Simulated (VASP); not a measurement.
Input of a VASP 6.6.1 run:

The input INCAR:

```
SYSTEM = PbSe
PREC = Accurate
ENCUT = 520
EDIFF = 1E-6
ISMEAR = 0
SIGMA = 0.1
LREAL = .False.
LASPH = .True.
NELM = 60
ALGO = Normal
ISIF = 2
LWAVE = .False.
LCHARG = .True.
GGA = PS
LELF = .True.
LVHAR = .True.
NBANDS = 17
```

Contents of KPOINTS:

```
regular mesh
0
Gamma
  12 12 12
  0 0 0
```

The input POSCAR:

```
PbSe
1.0
    3.8016163515      0.0000000000      0.0000000000
    0.0000000000      3.8016163515      0.0000000000
    0.0000000000      0.0000000000      3.8016163515
Pb Se
1 1
Direct
    0.0000000000      0.0000000000      0.0000000000
    0.5000000000      0.5000000000      0.5000000000
```

Potentials or basis: VASP PAW PBE potentials, release 64 (Pb_d, Se).

Launch:

```console
$ cat potpaw_PBE.64/Pb_d/POTCAR potpaw_PBE.64/Se/POTCAR > POTCAR
$ mpirun -np 1 vasp_std > vasp.out
```

Problem. Predict the band gap on the k mesh.

Solution. Zero (bands 10 and 11 overlap by 0.73 eV).

Problem. Predict the pressure.

Solution. -3.7 GPa.

Caveat: the cell differs from its parent crystal (strained); the cell stands under tension; semilocal functionals underestimate gaps, so a narrow gap can read as zero; the PAW data sets were made with another functional, which shifts forces and pressure a little; spin-orbit coupling is left out, which moves the levels of the heavy elements.
